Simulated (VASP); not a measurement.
# CaO (Pm-3m) in VASP: a series of runs

Aim: see how the results for CaO move with the level of theory and the settings. Levels: PBE, r2SCAN. Tasks: single point.

All numbers are computed with VASP 6.6.1; they aren't measurements. Logs are shortened: lines on timing, memory, paths and dates and some standing lists are left out, and cuts for length are marked.

### Step 1. The cell of the first run

It takes space group Pm-3m (No. 221, cubic). Conventional cell: a = 3.061 Å, b = 3.061 Å, c = 3.061 Å, α = 90.00°, β = 90.00°, γ = 90.00°. Ca (site symmetry m-3m) has 8 O at 2.65 Å and 6 Ca at 3.06 Å within 3.5 Å. O (site symmetry m-3m) has 8 Ca at 2.65 Å and 6 O at 3.06 Å within 3.5 Å.

### Step 2. Single point, PBE (strain +5.4%)

Input file INCAR:

```
SYSTEM = CaO
PREC = Accurate
ENCUT = 520
EDIFF = 1E-6
ISMEAR = -1
SIGMA = 0.02
LREAL = .False.
LASPH = .True.
NELM = 60
ALGO = Normal
ISIF = 2
LWAVE = .False.
LCHARG = .False.
GGA = PE
NBANDS = 15
```

Input file KPOINTS:

```
regular mesh
0
Gamma
  8 8 8
  0 0 0
```

Input file POSCAR:

```
CaO
1.0
    3.0611435324      0.0000000000      0.0000000000
    0.0000000000      3.0611435324      0.0000000000
    0.0000000000      0.0000000000      3.0611435324
Ca O
1 1
Direct
    0.0000000000      0.0000000000      0.0000000000
    0.5000000000      0.5000000000      0.5000000000
```

Potentials or basis: VASP PAW PBE potentials, release 64 (Ca_sv, O).

On the command line:

```
$ cat potpaw_PBE.64/Ca_sv/POTCAR potpaw_PBE.64/O/POTCAR > POTCAR
$ mpirun -np 1 vasp_std > vasp.out
```

OUTCAR:

```text
SYSTEM = CaO
   PREC = Accurate
   ENCUT = 520
   EDIFF = 1E-6
   ISMEAR = -1
   LREAL = .False.
   LASPH = .True.
   NELM = 60
   ISIF = 2
   GGA = PE

 ion  position               nearest neighbor table
   1  0.000  0.000  0.000-
   2  0.500  0.500  0.500-

  LATTYP: Found a simple cubic cell.
 ALAT       =     3.0611435324

  Lattice vectors:

 A1 = (   3.0611435324,   0.0000000000,   0.0000000000)
 A2 = (   0.0000000000,   3.0611435324,   0.0000000000)
 A3 = (   0.0000000000,   0.0000000000,   3.0611435324)

Analysis of symmetry for initial positions (statically):
=====================================================================
 Subroutine PRICEL returns:
 Original cell was already a primitive cell.

 Routine SETGRP: Setting up the symmetry group for a
 simple cubic supercell.

 Subroutine GETGRP returns: Found 48 space group operations
 (whereof 48 operations were pure point group operations)
 out of a pool of 48 trial point group operations.

The static configuration has the point symmetry O_h .

Analysis of symmetry for dynamics (positions and initial velocities):
=====================================================================
 Subroutine PRICEL returns:
 Original cell was already a primitive cell.

 Routine SETGRP: Setting up the symmetry group for a
 simple cubic supercell.

 Subroutine GETGRP returns: Found 48 space group operations
 (whereof 48 operations were pure point group operations)
 out of a pool of 48 trial point group operations.

The dynamic configuration has the point symmetry O_h .

 Subroutine INISYM returns: Found 48 space group operations
 (whereof 48 operations are pure point group operations),
 and found     1 'primitive' translations

----------------------------------------------------------------------------------------

                                     Primitive cell

  volume of cell :      28.6848

  direct lattice vectors                    reciprocal lattice vectors
     3.061143532  0.000000000  0.000000000     0.326675306  0.000000000  0.000000000
     0.000000000  3.061143532  0.000000000     0.000000000  0.326675306  0.000000000
     0.000000000  0.000000000  3.061143532     0.000000000  0.000000000  0.326675306

  length of vectors
     3.061143532  3.061143532  3.061143532     0.326675306  0.326675306  0.326675306

  position of ions in fractional coordinates (direct lattice)
     0.000000000  0.000000000  0.000000000
     0.500000000  0.500000000  0.500000000

  ion indices of the primitive-cell ions
   primitive index   ion index
                 1           1
                 2           2

----------------------------------------------------------------------------------------

 KPOINTS: regular mesh

Automatic generation of k-mesh.
 Grid dimensions read from file:
 generate k-points for:    8    8    8

 Generating k-lattice:

  Cartesian coordinates                     Fractional coordinates (reciprocal lattice)
     0.040834413  0.000000000  0.000000000     0.125000000  0.000000000  0.000000000
     0.000000000  0.040834413  0.000000000     0.000000000  0.125000000  0.000000000
     0.000000000  0.000000000  0.040834413     0.000000000  0.000000000  0.125000000

  Length of vectors
     0.040834413  0.040834413  0.040834413

  Shift w.r.t. Gamma in fractional coordinates (k-lattice)
     0.000000000  0.000000000  0.000000000

 Subroutine IBZKPT returns following result:
 ===========================================

 Found     35 irreducible k-points:

 Following reciprocal coordinates:
            Coordinates               Weight
  0.000000  0.000000  0.000000      1.000000
  0.125000  0.000000  0.000000      6.000000
  0.250000  0.000000  0.000000      6.000000
  0.375000  0.000000  0.000000      6.000000
  0.500000  0.000000  0.000000      3.000000
  0.125000  0.125000  0.000000     12.000000
[... 16 lines left out ...]
  0.375000  0.375000  0.125000     24.000000
  0.500000  0.375000  0.125000     24.000000
 [... further k-points ...]
   k-points           NKPTS =     35   k-points in BZ     NKDIM =     35   number of bands    NBANDS=     15
   number of dos      NEDOS =    301   number of ions     NIONS =      2
   total plane-waves  NPLWV =  13824
   dimension x,y,z NGX =    24 NGY =   24 NGZ =   24
   dimension x,y,z NGXF=    48 NGYF=   48 NGZF=   48
   ions per type =               1   1
   NGX,Y,Z   is equivalent  to a cutoff of  13.03, 13.03, 13.03 a.u.
   NGXF,Y,Z  is equivalent  to a cutoff of  26.07, 26.07, 26.07 a.u.
 SYSTEM =  CaO
   PREC   = accura    normal or accurate (medium, high low for compatibility)
   ISTART =      0    job   : 0-new  1-cont  2-samecut
   ICHARG =      2    charge: 1-file 2-atom 10-const
   ISPIN  =      1    spin polarized calculation?
   LNONCOLLINEAR =      F non collinear calculations
   LSORBIT =      F    spin-orbit coupling
   LASPH  =      T    aspherical Exc in radial PAW
   ENCUT  =  520.0 eV  38.22 Ry    6.18 a.u.   5.69  5.69  5.69*2*pi/ulx,y,z
   NELM   =     60;   NELMIN=  2; NELMDL= -5     # of ELM steps
   EDIFF  = 0.1E-05   stopping-criterion for ELM
   LREAL  =      F    real-space projection
   EDIFFG = 0.1E-04   stopping-criterion for IOM
   NSW    =      0    number of steps for IOM
   IBRION =     -1    ionic relax: 0-MD 1-quasi-New 2-CG
   NFREE  =      0    steps in history (QN), initial steepest desc. (CG)
   ISIF   =      2    stress and relaxation
   ISYM   =      2    0-nonsym 1-usesym 2-fastsym
   POTIM  = 0.5000    time-step for ionic-motion
   TEBEG  =    0.0;   TEEND  =   0.0 temperature during run
   PSTRESS=    0.0 pullay stress
   NELECT =      16.0000    total number of electrons
   NUPDOWN=      -1.0000    fix difference up-down
   EMIN   =  10.00;   EMAX   =-10.00  energy-range for DOS
   EFERMI =   0.00;   METHOD = LEGACY
   ISMEAR =    -1;   SIGMA  =   0.02  broadening in eV -4-tet -1-fermi 0-gaus
   EFERMI_NEDOS =   21; number of points for ismear=-14 and -15
   IALGO  =     38    algorithm
   IMIX   =      4    mixing-type and parameters
     AMIX     =   0.40;   BMIX     =  1.00
     AMIX_MAG =   1.60;   BMIX_MAG =  1.00
  volume/ion in A,a.u.               =      14.34        96.79
  Fermi-wavevector in a.u.,A,eV,Ry     =   1.347611  2.546615 24.708925  1.816055
  Thomas-Fermi vector in A             =   2.475347
   LORBIT       =      0    0 simple, 1 ext, 2 COOP (PROOUT), +10 PAW based schemes
   GGA     = PE    functional components
   LHFCALC =     F    Hartree Fock is set to
   AEXX    =    0.0000 exact exchange contribution
   IVDW    =     0    specifies the selected vdW correction
   LEPSILON=     F    determine dielectric tensor
   LRPA    =     F    only Hartree local field effects (RPA)
 non-spin polarized calculation
  energy-cutoff  :      520.00
  volume of cell :       28.68
 maximum number of plane-waves:       804
 NGX is ok and might be reduce to    24
   NGX = 11   NGY = 11   NGZ = 11

 number of electron      16.0000007 magnetization

 Free energy of the ion-electron system (eV)
  ---------------------------------------------------
  ext. energy  EPLUGINS =         0.00000000
  ---------------------------------------------------
  free energy    TOTEN  =       -11.71575245 eV

  energy without entropy =      -11.71575245  energy(sigma->0) =      -11.71575245

 E-fermi :   3.6243     XC(G=0): -10.4625

 val. band max:        3.1529918334   @ k =   0.5000   0.5000   0.0000
 cond. band min:       5.9202616911   @ k =   0.0000   0.0000   0.0000
 fundamental gap:      2.7672698576
 Fermi energy:         3.6243427620

 k-point     1 :       0.0000    0.0000    0.0000
  band No.  band energies     occupation
      1     -36.5792      2.00000
      2     -17.2150      2.00000
      3     -17.2150      2.00000
      4     -17.2150      2.00000
      5     -12.8461      2.00000
      6       2.8409      2.00000
      7       2.8409      2.00000
      8       2.8409      2.00000
      9       5.9203      0.00000
     10       5.9203      0.00000
     11       6.7482      0.00000
     12      10.6739      0.00000
     13      10.6739      0.00000
     14      10.6739      0.00000
     15      20.6993      0.00000

 k-point     2 :       0.1250    0.0000    0.0000
  band No.  band energies     occupation
      1     -36.5658      2.00000
      2     -17.3582      2.00000
      3     -17.2042      2.00000
      4     -17.2042      2.00000
      5     -12.7320      2.00000
      6       2.1609      2.00000
      7       2.7960      2.00000
      8       2.7960      2.00000
      9       6.0249      0.00000
     10       6.4534      0.00000
     11       7.3904      0.00000
     12      10.6087      0.00000
     13      10.6087      0.00000
     14      10.7066      0.00000
     15      19.9118      0.00000

 k-point     3 :       0.2500    0.0000    0.0000
  band No.  band energies     occupation
      1     -36.5330      2.00000
      2     -17.6808      2.00000
      3     -17.1778      2.00000
      4     -17.1778      2.00000
      5     -12.4697      2.00000
      6       1.0022      2.00000
      7       2.6841      2.00000
      8       2.6841      2.00000
      9       6.2955      0.00000
     10       7.6769      0.00000
     11       8.6987      0.00000
     12      10.4795      0.00000
     13      10.4795      0.00000
     14      10.7867      0.00000
     15      18.1976      0.00000

 k-point     4 :       0.3750    0.0000    0.0000
  band No.  band energies     occupation
      1     -36.4999      2.00000
      2     -17.9782      2.00000
      3     -17.1513      2.00000
      4     -17.1513      2.00000
      5     -12.2186      2.00000
      6       0.1134      2.00000
      7       2.5674      2.00000
      8       2.5674      2.00000
      9       6.5974      0.00000
     10       8.9236      0.00000
     11      10.2201      0.00000
     12      10.3859      0.00000
     13      10.3859      0.00000
     14      10.8688      0.00000
     15      16.1829      0.00000
[... 307 lines left out ...]
 k-point    22 :       0.5000    0.2500    0.1250
  band No.  band energies     occupation
      1     -36.4312      2.00000
      2     -17.9354      2.00000
      3     -17.4783      2.00000
      4     -17.2087      2.00000
      5     -12.1820      2.00000
      6       0.5166      2.00000
      7       1.6744      2.00000
      8       2.5373      2.00000
      9       7.4692      0.00000
     10       8.3937      0.00000
     11       9.4655      0.00000
     12       9.9285      0.00000
     13      10.2432      0.00000
     14      13.8211      0.00000
     15      14.6389      0.00000

 k-point    23 :       0.3750    0.3750    0.1250
  band No.  band energies     occupation
      1     -36.4136      2.00000
      2     -17.7727      2.00000
      3     -17.7219      2.00000
      4     -17.1947      2.00000
      5     -12.2163      2.00000
      6       0.9798      2.00000
      7       1.2403      2.00000
      8       2.5192      2.00000
      9       7.4131      0.00000
     10       8.1791      0.00000
     11       9.4007      0.00000
     12       9.7376      0.00000
     13      10.5808      0.00000
     14      13.1820      0.00000
     15      16.5238      0.00000

 k-point    24 :       0.5000    0.3750    0.1250
  band No.  band energies     occupation
      1     -36.4008      2.00000
      2     -17.8452      2.00000
      3     -17.7123      2.00000
      4     -17.1835      2.00000
      5     -12.2185      2.00000
      6       0.9064      2.00000
      7       1.2390      2.00000
      8       2.5595      2.00000
      9       7.3202      0.00000
     10       8.0430      0.00000
     11       9.3965      0.00000
     12       9.4960      0.00000
     13      11.0904      0.00000
     14      14.7035      0.00000
     15      14.8311      0.00000

 [... further k-points ...]

------------------------ aborting loop because EDIFF is reached ----------------------------------------

  FORCE on cell =-STRESS in cart. coord.  units (eV):
  Direction    XX          YY          ZZ          XY          YZ          ZX
  --------------------------------------------------------------------------------------
  -------------------------------------------------------------------------------------
  Total       -1.7937498     -1.7937498     -1.7937498      0.0000000      0.0000000      0.0000000
  in kB     -100.1893084   -100.1893084   -100.1893084      0.0000000      0.0000000      0.0000000
  external PRESSURE =    -100.1893084 kB  Pullay stress =       0.0000000 kB

 VOLUME and BASIS-vectors are now :
 -----------------------------------------------------------------------------
  energy-cutoff  :      520.00
  volume of cell :       28.68
      direct lattice vectors                 reciprocal lattice vectors
     3.061143532  0.000000000  0.000000000     0.326675306  0.000000000  0.000000000
     0.000000000  3.061143532  0.000000000     0.000000000  0.326675306  0.000000000
     0.000000000  0.000000000  3.061143532     0.000000000  0.000000000  0.326675306

 POSITION                                       TOTAL-FORCE (eV/Angst)
 -----------------------------------------------------------------------------------
      0.00000      0.00000      0.00000         0.000000      0.000000      0.000000
      1.53057      1.53057      1.53057         0.000000      0.000000      0.000000
 -----------------------------------------------------------------------------------
    total drift:                                0.000000      0.000000     -0.000000

  FREE ENERGIE OF THE ION-ELECTRON SYSTEM (eV)
  ---------------------------------------------------
  free  energy   TOTEN  =       -11.7157524509 eV

  energy  without entropy=      -11.7157524509  energy(sigma->0) =      -11.71575245
```

It took 7.9 s on 1 thread of AMD EPYC 9R14 (Zen 4), shared host; peak memory 0.11 GiB.

Results:

* Free energy: -11.7158 eV
* Pressure: -10.0 GPa
* Band gap on the k mesh: 2.77 eV, indirect (least direct gap 3.08 eV)

Caveat: the cell differs from its parent crystal (strain +5.4%). A k mesh can miss the band edges.

[end of part 1 of 2]
